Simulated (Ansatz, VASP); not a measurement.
**Two plane-wave programs on BN**

```xyz
4
Lattice="2.5546 0.0000 0.0000 -1.2773 2.2123 0.0000 0.0000 0.0000 4.2245" Properties=species:S:1:pos:R:3 pbc="T T T"
B     1.2524    0.7681    4.2544
B    -0.0249    1.5055    2.1421
N     1.3022    0.7068    2.6105
N     0.0249    1.4443    0.4982
```

Change from the starting cell: all B atoms moved 0.1 Å in one direction; relaxed back.

Alike in both runs: task relaxation of cell and atoms; functional PBE; k mesh 12 × 12 × 6; occupations gaussian, width 0.05 eV; no spin polarisation.

|  | VASP | Ansatz |
| --- | --- | --- |
| version | VASP 6.6.1 | Ansatz 0.2.0 |
| potentials or method | VASP PAW PBE potentials, release 64 (B, N), cutoff 600 eV | scalar-relativistic, plane waves, PAW |
| valence electrons in the cell | 16 | 16 |

|  | VASP | Ansatz | Ansatz less VASP |
| --- | --- | --- | --- |
| gap on the k mesh at the Fermi level, each at its own relaxed structure (eV) | 5.21 | 5.23 | +0.017 |
| relaxed volume (Å³/atom) | 5.97 | 5.97 | +0.001 |
| relaxed length of the cell vector where the two differ most in proportion (Å) | 2.554 | 2.554 | +0.0003 |
